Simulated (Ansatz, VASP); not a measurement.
Ru in VASP and in Ansatz

Contents of INCAR:

```
ALGO = Normal
EDIFF = 1E-6
EDIFFG = -0.002
ENCUT = 600
IBRION = 2
ISIF = 3
ISMEAR = 0
LASPH = T
LCHARG = F
LREAL = F
LWAVE = F
NELM = 100
NSW = 100
PREC = Accurate
SIGMA = 0.1
```

The input KPOINTS:

```
k-points
0
Gamma
  15 15 8
```

Contents of POSCAR:

```
Ru
1.0
    2.6729789965      0.0000000000      0.0000000000
   -1.3364894983      2.3148677148      0.0000000000
    0.0000000000      0.0000000000      4.2281491567
Ru
2
Direct
    0.3333333333      0.6666666667      0.2500000000
    0.6666666667      0.3333333333      0.7500000000
```

Input for Ansatz:

```yaml
crystal:
  lattice:
    - [2.672978996, 0.0, 0.0]
    - [-1.336489498, 2.3148677143, 0.0]
    - [0.0, 0.0, 4.228149157]
  atoms:
    - { symbol: Ru, position: [0.3333333333, 0.6666666667, 0.25] }
    - { symbol: Ru, position: [0.6666666667, 0.3333333333, 0.75] }
basis:
  ecutwfc: 420
kpoints:
  mp_grid: { grid: [15, 15, 8] }
hamiltonian:
  xc: lda
  pseudopotentials: { kind: paw, azcp: { folder: soft_1 } }
scf:
  occupations: { method: gaussian, width: 0.1 }
output:
  forces: true
  stress: true
  eigenvalues: true
relax:
  adjacent_minimum: "off"
  f_tol: 0.002
  max_steps: 80
  cell: { stress_tol: 0.02 }
```

Alike in both runs: task relaxation of cell and atoms; functional LDA; k mesh 15 × 15 × 8; occupations gaussian, width 0.1 eV; no spin polarisation.

|  | VASP | Ansatz |
| --- | --- | --- |
| version | VASP 6.6.1 | Ansatz 0.2.0 |
| potentials or method | VASP PAW LDA potentials, release 64 (Ru_pv), cutoff 600 eV | scalar-relativistic, plane waves, PAW |
| valence electrons in the cell | 28 | 32 |

Ansatz gave:

* gap on the k mesh at the Fermi level, each at its own relaxed structure (eV): none
* relaxed volume (Å³/atom): 13.09
* relaxed cell length with the largest relative difference (Å): 4.226

Q: Which values does VASP return?

A: gap on the k mesh at the Fermi level, each at its own relaxed structure (eV): none; relaxed volume (Å³/atom): 13.12; relaxed cell length with the largest relative difference (Å): 4.230.

Ansatz warns that its potentials were made for another functional, while VASP's fit it. LDA's correlation is that of Perdew and Zunger in VASP and of Perdew and Wang (1992) in Ansatz. A gap of «none» marks a metal or a gap that the smearing closes. VASP's potentials hold 28 valence electrons a cell and Ansatz's 32, so a difference there can come from the potentials and not from the codes.
